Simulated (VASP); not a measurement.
A run of VASP 6.6.1 is set up as follows.

The input INCAR:

```
SYSTEM = Sn5Ge12
ALGO = Normal
EDIFF = 1E-6
ENCUT = 410
GGA = PE
GGA_COMPAT = .FALSE.
ISIF = 2
ISMEAR = -1
ISYM = -1
LASPH = .TRUE.
LCHARG = .FALSE.
LREAL = Auto
LWAVE = .FALSE.
NBANDS = 133
NELM = 120
PREC = Accurate
SIGMA = 0.05
```

File KPOINTS:

```
explicit points
1
Reciprocal
  0.25000000   0.25000000   0.25000000 1
```

File POSCAR:

```
Sn5Ge12
1.0
    7.0815660000     -0.0735080000      0.0306640000
   -0.0735080000      7.7150240000     -0.3469720000
    0.0306640000     -0.3469720000      7.5368430000
Sn Ge
5 12
Direct
    0.3079232605      0.8641985999      0.3895649090
    0.8721101502      0.4093702652      0.2250652739
    0.6351449548      0.6911565023      0.9063923541
    0.3583579116      0.4387492315      0.2052692369
    0.8316016711      0.3666399196      0.6798802300
    0.4360581261      0.1442626480      0.0210363694
    0.2634717409      0.8228055462      0.9200778613
    0.6947918325      0.9664863949      0.6614682859
    0.1718453093      0.2017133043      0.4535495040
    0.7047400894      0.7187380244      0.3645166577
    0.2806221023      0.2781662625      0.7704639606
    0.5897824927      0.1353015776      0.3631652893
    0.0447655957      0.5534161136      0.9101223421
   -0.0182371269      0.8254200675      0.1788219384
    0.0243986783      0.7888226989      0.6577722567
    0.8025244631      0.0886451226      0.0168984236
    0.3529754779      0.5295359672      0.5747125837
```

Potentials or basis: VASP PAW PBE potentials, release 64 (Sn_d, Ge_d).

Command:

```sh
$ cat potpaw_PBE.64/Sn_d/POTCAR potpaw_PBE.64/Ge_d/POTCAR > POTCAR
$ mpirun -np 1 vasp_std > vasp.out
```

Predict the largest force.

1.293 eV/Å.

Predict the pressure.

0.6 GPa.

Stress tensor (GPa, compression positive):
```
-0.86  3.37  1.96
 3.37  1.24  4.64
 1.96  4.64  1.49
```

Caveat: the atoms stand as in a frame of molecular dynamics.
